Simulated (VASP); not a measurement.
# HgH (P6_3/mmc) in VASP: notebook

Runs on HgH. Level: PBE. Tasks: single point.

Everything below comes from runs of VASP 6.6.1. Logs are shortened: lines on timing, memory, paths and dates and some standing lists are left out, and cuts for length are marked.

## 1. The cell of the first run

It takes space group P6_3/mmc (No. 194, hexagonal). Conventional cell: a = 3.731 Å, b = 3.731 Å, c = 17.286 Å, α = 90.00°, β = 90.00°, γ = 120.00°. Within 2.2 Å of Hg (site symmetry -3m) lie 2 H at 1.66 Å. Hg (site symmetry -6m2) has 6 H at 3.43 Å and 6 Hg at 3.73 Å within 4.5 Å. H (site symmetry 3m) has 1 Hg at 1.66 Å within 2.2 Å.

## 2. Single point, PBE

Contents of INCAR:

```
  PREC = Accurate
  ENCUT = 520
  EDIFF = 1E-6
  ISMEAR = 0
  SIGMA = 0.02
  LREAL = F
  LASPH = T
  NELM = 60
  ALGO = Normal
  ISIF = 2
  LWAVE = F
  LCHARG = F
  GGA = PE
  NBANDS = 36
```

Contents of KPOINTS:

```
Automatic mesh
0
Gamma
  6 6 2
```

Contents of POSCAR:

```
HgH
1.0
    3.7314396799      0.0000000000      0.0000000000
   -1.8657198399      3.2315215555      0.0000000000
    0.0000000000      0.0000000000     17.2856927272
Hg H
4 4
Direct
    0.0000000000      0.0000000000      0.0000000000
    0.3333333333      0.6666666667      0.2500000000
    0.0000000000      0.0000000000      0.5000000000
    0.6666666667      0.3333333333      0.7500000000
    0.0000000000      0.0000000000      0.0959535142
    0.0000000000      0.0000000000      0.9040464858
    0.0000000000      0.0000000000      0.5959535142
    0.0000000000      0.0000000000      0.4040464858
```

Potentials or basis: VASP PAW PBE potentials, release 64 (Hg, H).

The run is started by

```sh
$ cat potpaw_PBE.64/Hg/POTCAR potpaw_PBE.64/H/POTCAR > POTCAR
$ mpirun -np 1 vasp_std > vasp.out
```

OUTCAR:

```text
PREC = Accurate
   ENCUT = 520
   EDIFF = 1E-6
   ISMEAR = 0
   LREAL = F
   LASPH = T
   NELM = 60
   ISIF = 2
   GGA = PE

 ion  position               nearest neighbor table
   1  0.000  0.000  0.000-   5 1.66   6 1.66
   2  0.333  0.667  0.250-
   3  0.000  0.000  0.500-   7 1.66   8 1.66
   4  0.667  0.333  0.750-
   5  0.000  0.000  0.096-   1 1.66
   6  0.000  0.000  0.904-   1 1.66
   7  0.000  0.000  0.596-   3 1.66
   8  0.000  0.000  0.404-   3 1.66

  LATTYP: Found a hexagonal cell.
 ALAT       =     3.7314396799
 C/A-ratio  =     4.6324459753

  Lattice vectors:

 A1 = (   3.7314396799,   0.0000000000,   0.0000000000)
 A2 = (  -1.8657198399,   3.2315215555,   0.0000000000)
 A3 = (   0.0000000000,   0.0000000000,  17.2856927272)

Analysis of symmetry for initial positions (statically):
=====================================================================
 Subroutine PRICEL returns:
 Original cell was already a primitive cell.

 Routine SETGRP: Setting up the symmetry group for a
 hexagonal supercell.

 Subroutine GETGRP returns: Found 24 space group operations
 (whereof 12 operations were pure point group operations)
 out of a pool of 24 trial point group operations.

The static configuration has the point symmetry D_3d.
 The point group associated with its full space group is D_6h.

Analysis of symmetry for dynamics (positions and initial velocities):
=====================================================================
 Subroutine PRICEL returns:
 Original cell was already a primitive cell.

 Routine SETGRP: Setting up the symmetry group for a
 hexagonal supercell.

 Subroutine GETGRP returns: Found 24 space group operations
 (whereof 12 operations were pure point group operations)
 out of a pool of 24 trial point group operations.

The dynamic configuration has the point symmetry D_3d.
 The point group associated with its full space group is D_6h.

 Subroutine INISYM returns: Found 24 space group operations
 (whereof 12 operations are pure point group operations),
 and found     1 'primitive' translations

----------------------------------------------------------------------------------------

                                     Primitive cell

  volume of cell :     208.4348

  direct lattice vectors                    reciprocal lattice vectors
     3.731439680  0.000000000  0.000000000     0.267993077  0.154725875  0.000000000
    -1.865719840  3.231521556  0.000000000     0.000000000  0.309451750  0.000000000
     0.000000000  0.000000000 17.285692727     0.000000000  0.000000000  0.057851312

  length of vectors
     3.731439680  3.731439680 17.285692727     0.309451750  0.309451750  0.057851312

  position of ions in fractional coordinates (direct lattice)
     0.000000000  0.000000000  0.000000000
     0.333333333  0.666666667  0.250000000
     0.000000000  0.000000000  0.500000000
     0.666666667  0.333333333  0.750000000
     0.000000000  0.000000000  0.095953514
     0.000000000  0.000000000  0.904046486
     0.000000000  0.000000000  0.595953514
     0.000000000  0.000000000  0.404046486

  ion indices of the primitive-cell ions
   primitive index   ion index
                 1           1
                 2           2
                 3           3
                 4           4
                 5           5
                 6           6
                 7           7
                 8           8

----------------------------------------------------------------------------------------

 KPOINTS: Automatic mesh

Automatic generation of k-mesh.
 Grid dimensions read from file:
 generate k-points for:    6    6    2

 Generating k-lattice:

  Cartesian coordinates                     Fractional coordinates (reciprocal lattice)
     0.044665513  0.025787646  0.000000000     0.166666667  0.000000000  0.000000000
     0.000000000  0.051575292  0.000000000     0.000000000  0.166666667  0.000000000
     0.000000000  0.000000000  0.028925656     0.000000000  0.000000000  0.500000000

  Length of vectors
     0.051575292  0.051575292  0.028925656

  Shift w.r.t. Gamma in fractional coordinates (k-lattice)
     0.000000000  0.000000000  0.000000000

 Subroutine IBZKPT returns following result:
 ===========================================

 Found     14 irreducible k-points:

 Following reciprocal coordinates:
            Coordinates               Weight
  0.000000  0.000000  0.000000      1.000000
  0.166667 -0.000000  0.000000      6.000000
  0.333333 -0.000000  0.000000      6.000000
  0.500000 -0.000000  0.000000      3.000000
  0.166667  0.166667  0.000000      6.000000
  0.333333  0.166667  0.000000     12.000000
  0.333333  0.333333  0.000000      2.000000
  0.000000  0.000000  0.500000      1.000000
  0.166667 -0.000000  0.500000      6.000000
  0.333333 -0.000000  0.500000      6.000000
  0.500000 -0.000000  0.500000      3.000000
  0.166667  0.166667  0.500000      6.000000
  0.333333  0.166667  0.500000     12.000000
  0.333333  0.333333  0.500000      2.000000
   k-points           NKPTS =     14   k-points in BZ     NKDIM =     14   number of bands    NBANDS=     36
   number of dos      NEDOS =    301   number of ions     NIONS =      8
   total plane-waves  NPLWV = 109760
   dimension x,y,z NGX =    28 NGY =   28 NGZ =  140
   dimension x,y,z NGXF=    56 NGYF=   56 NGZF=  280
   ions per type =               4   4
   NGX,Y,Z   is equivalent  to a cutoff of  12.47, 12.47, 13.46 a.u.
   NGXF,Y,Z  is equivalent  to a cutoff of  24.95, 24.95, 26.93 a.u.
 SYSTEM =  unknown system
   PREC   = accura    normal or accurate (medium, high low for compatibility)
   ISTART =      0    job   : 0-new  1-cont  2-samecut
   ICHARG =      2    charge: 1-file 2-atom 10-const
   ISPIN  =      1    spin polarized calculation?
   LNONCOLLINEAR =      F non collinear calculations
   LSORBIT =      F    spin-orbit coupling
   LASPH  =      T    aspherical Exc in radial PAW
   ENCUT  =  520.0 eV  38.22 Ry    6.18 a.u.   6.94  6.94 32.14*2*pi/ulx,y,z
   NELM   =     60;   NELMIN=  2; NELMDL= -5     # of ELM steps
   EDIFF  = 0.1E-05   stopping-criterion for ELM
   LREAL  =      F    real-space projection
   EDIFFG = 0.1E-04   stopping-criterion for IOM
   NSW    =      0    number of steps for IOM
   IBRION =     -1    ionic relax: 0-MD 1-quasi-New 2-CG
   NFREE  =      0    steps in history (QN), initial steepest desc. (CG)
   ISIF   =      2    stress and relaxation
   ISYM   =      2    0-nonsym 1-usesym 2-fastsym
   POTIM  = 0.5000    time-step for ionic-motion
   TEBEG  =    0.0;   TEEND  =   0.0 temperature during run
   PSTRESS=    0.0 pullay stress
   NELECT =      52.0000    total number of electrons
   NUPDOWN=      -1.0000    fix difference up-down
   EMIN   =  10.00;   EMAX   =-10.00  energy-range for DOS
   EFERMI =   0.00;   METHOD = LEGACY
   ISMEAR =     0;   SIGMA  =   0.02  broadening in eV -4-tet -1-fermi 0-gaus
   EFERMI_NEDOS =   21; number of points for ismear=-14 and -15
   IALGO  =     38    algorithm
   IMIX   =      4    mixing-type and parameters
     AMIX     =   0.40;   BMIX     =  1.00
     AMIX_MAG =   1.60;   BMIX_MAG =  1.00
  volume/ion in A,a.u.               =      26.05       175.82
  Fermi-wavevector in a.u.,A,eV,Ry     =   1.030590  1.947532 14.450957  1.062115
  Thomas-Fermi vector in A             =   2.164696
   LORBIT       =      0    0 simple, 1 ext, 2 COOP (PROOUT), +10 PAW based schemes
   GGA     = PE    functional components
   LHFCALC =     F    Hartree Fock is set to
   AEXX    =    0.0000 exact exchange contribution
   IVDW    =     0    specifies the selected vdW correction
   LEPSILON=     F    determine dielectric tensor
   LRPA    =     F    only Hartree local field effects (RPA)
 non-spin polarized calculation
 Gauss-broadening in eV      SIGMA  =   0.02
  energy-cutoff  :      520.00
  volume of cell :      208.43
 maximum number of plane-waves:      5642
 NGX is ok and might be reduce to    28
   NGX = 13   NGY = 13   NGZ = 65

 number of electron      51.9999998 magnetization

 Free energy of the ion-electron system (eV)
  ---------------------------------------------------
  ext. energy  EPLUGINS =         0.00000000
  ---------------------------------------------------
  free energy    TOTEN  =       -11.95617856 eV

  energy without entropy =      -11.95617856  energy(sigma->0) =      -11.95617856

 E-fermi :  -1.6047     XC(G=0):  -7.3922

 val. band max:       -1.7441514025   @ k =   0.3333   0.3333   0.5000
 cond. band min:      -0.8097817450   @ k =   0.5000  -0.0000   0.0000
 fundamental gap:      0.9343696575
 Fermi energy:        -1.6047159312

 k-point     1 :       0.0000    0.0000    0.0000
  band No.  band energies     occupation
      1     -10.0658      2.00000
      2     -10.0586      2.00000
      3      -8.3322      2.00000
      4      -8.3322      2.00000
      5      -8.3322      2.00000
      6      -8.3322      2.00000
[... 28 lines left out ...]
     35       7.7549      0.00000
     36       7.7549      0.00000

 k-point     2 :       0.1667   -0.0000    0.0000
  band No.  band energies     occupation
      1     -10.0418      2.00000
      2     -10.0367      2.00000
      3      -8.3689      2.00000
      4      -8.3688      2.00000
      5      -8.2543      2.00000
      6      -8.2537      2.00000
[... 28 lines left out ...]
     35       6.8069      0.00000
     36       6.9612      0.00000

 k-point     3 :       0.3333   -0.0000    0.0000
  band No.  band energies     occupation
      1      -9.9945      2.00000
      2      -9.9930      2.00000
      3      -8.4623      2.00000
      4      -8.4622      2.00000
      5      -8.3750      2.00000
      6      -8.3742      2.00000
[... 28 lines left out ...]
     35       5.6072      0.00000
     36       5.6786      0.00000
[... 352 lines left out ...]
 k-point    13 :       0.3333    0.1667    0.5000
  band No.  band energies     occupation
      1      -9.9712      2.00000
      2      -9.9712      2.00000
      3      -8.3994      2.00000
      4      -8.3994      2.00000
      5      -8.3978      2.00000
      6      -8.3978      2.00000
[... 28 lines left out ...]
     35       4.6946      0.00000
     36       4.6946      0.00000

 k-point    14 :       0.3333    0.3333    0.5000
  band No.  band energies     occupation
      1      -9.9600      2.00000
      2      -9.9600      2.00000
      3      -8.3540      2.00000
      4      -8.3540      2.00000
      5      -8.3535      2.00000
      6      -8.3535      2.00000
[... 28 lines left out ...]
     35       4.3423      0.00000
     36       4.3423      0.00000

------------------------ aborting loop because EDIFF is reached ----------------------------------------

  FORCE on cell =-STRESS in cart. coord.  units (eV):
  Direction    XX          YY          ZZ          XY          YZ          ZX
  --------------------------------------------------------------------------------------
  -------------------------------------------------------------------------------------
  Total       -0.0736140     -0.0736140      0.5764432     -0.0000000      0.0000000     -0.0000000
  in kB       -0.5658492     -0.5658492      4.4309498     -0.0000000      0.0000000     -0.0000000
  external PRESSURE =       1.0997505 kB  Pullay stress =       0.0000000 kB

 VOLUME and BASIS-vectors are now :
 -----------------------------------------------------------------------------
  energy-cutoff  :      520.00
  volume of cell :      208.43
      direct lattice vectors                 reciprocal lattice vectors
     3.731439680  0.000000000  0.000000000     0.267993077  0.154725875  0.000000000
    -1.865719840  3.231521556  0.000000000     0.000000000  0.309451750  0.000000000
     0.000000000  0.000000000 17.285692727     0.000000000  0.000000000  0.057851312

 POSITION                                       TOTAL-FORCE (eV/Angst)
 -----------------------------------------------------------------------------------
      0.00000      0.00000      0.00000        -0.000000     -0.000000      0.000000
     -0.00000      2.15435      4.32142        -0.000000     -0.000000     -0.000000
      0.00000      0.00000      8.64285        -0.000000     -0.000000      0.000000
      1.86572      1.07717     12.96427         0.000000      0.000000     -0.000000
      0.00000      0.00000      1.65862        -0.000000     -0.000000      0.095679
      0.00000      0.00000     15.62707         0.000000     -0.000000     -0.095679
      0.00000      0.00000     10.30147        -0.000000     -0.000000      0.095679
      0.00000      0.00000      6.98422        -0.000000     -0.000000     -0.095679
 -----------------------------------------------------------------------------------
    total drift:                                0.000000     -0.000000      0.000000

  FREE ENERGIE OF THE ION-ELECTRON SYSTEM (eV)
  ---------------------------------------------------
  free  energy   TOTEN  =       -11.9561785577 eV

  energy  without entropy=      -11.9561785577  energy(sigma->0) =      -11.95617856
```

Wall time 64 s (1 thread of Intel Xeon 6975P-C (Granite Rapids), shared host); peak memory 0.35 GiB.

What came out:

```yaml
Free_energy: -11.9562 eV
Pressure: 0.1 GPa
Largest_force: 0.096 eV/Å
Band_gap_on_the_k_mesh: 0.93 eV, indirect (least direct gap 1.29 eV)
```

Forces on the atoms (eV/Å):
```
Hg   0.000  0.000  0.000
Hg   0.000  0.000  0.000
Hg   0.000  0.000  0.000
Hg   0.000  0.000  0.000
H    0.000  0.000  0.096
H    0.000  0.000 -0.096
H    0.000  0.000  0.096
H    0.000  0.000 -0.096
```

Caveat: spin-orbit coupling is left out, which moves the levels of the heavy elements.

## 3. Single point, PBE

This run uses another cell than the first one, of 18.51 Å³/atom, 0.710 times its volume.

Contents of INCAR:

```
SYSTEM = HgH
PREC = Accurate
ENCUT = 520
EDIFF = 1E-6
ISMEAR = 0
SIGMA = 0.02
LREAL = .FALSE.
LASPH = .TRUE.
NELM = 100
ALGO = Normal
ISIF = 2
LWAVE = .FALSE.
LCHARG = .FALSE.
GGA = PE
NBANDS = 36
```

Contents of KPOINTS:

```
regular mesh
0
G
  12 12 2
  0 0 0
```

Contents of POSCAR:

```
HgH
1.0
    3.2943528974      0.0000000000      0.0000000000
   -1.6471764487      2.8529932982      0.0000000000
    0.0000000000      0.0000000000     15.7533527762
Hg H
4 4
Direct
    0.0000000000      0.0000000000      0.0000000000
    0.3333333333      0.6666666667      0.2500000000
    0.0000000000      0.0000000000      0.5000000000
    0.6666666667      0.3333333333      0.7500000000
    0.6666666667      0.3333333333      0.4407797889
    0.3333333333      0.6666666667      0.5592202111
    0.3333333333      0.6666666667      0.9407797889
    0.6666666667      0.3333333333      0.0592202111
```

Potentials or basis: VASP PAW PBE potentials, release 64 (Hg, H).

The run is started by

```sh
$ cat potpaw_PBE.64/Hg/POTCAR potpaw_PBE.64/H/POTCAR > POTCAR
$ mpirun -np 1 vasp_std > vasp.out
```

Wall time 2.4 min (1 thread of Intel Xeon 6975P-C (Granite Rapids), shared host); peak memory 0.36 GiB.

Results (log left out):

| Item | Value |
| --- | --- |
| Free energy | -10.0073 eV |
| Pressure | 0.1 GPa |
| Largest force | 0.023 eV/Å |
| Band gap on the k mesh | 0.17 eV, direct |

Forces on the atoms (eV/Å):
```
Hg   0.000  0.000  0.000
Hg   0.000  0.000  0.000
Hg   0.000  0.000  0.000
Hg   0.000  0.000  0.000
H    0.000  0.000 -0.023
H    0.000  0.000  0.023
H    0.000  0.000 -0.023
H    0.000  0.000  0.023
```

Stress tensor (GPa, compression positive):
```
0.17 0.00 0.00
0.00 0.17 0.00
0.00 0.00 0.03
```

Levels at points of the mesh, in eV from the valence-band top:
```tsv
k point	band 24	band 25	band 26	band 27	band 28	band 29
(0.00, 0.00, 0.00)	-4.44	-3.54	-2.62	1.82	2.66	6.78
(0.50, 0.00, 0.00)	-2.08	-0.26	-0.23	1.04	1.24	2.33
(0.00, 0.00, 0.50)	-4.83	-3.02	-3.02	2.24	2.24	7.03
(0.50, 0.00, 0.50)	-2.11	-0.24	-0.24	1.11	1.11	2.59
```

Caveat: spin-orbit coupling is left out, which moves the levels of the heavy elements.
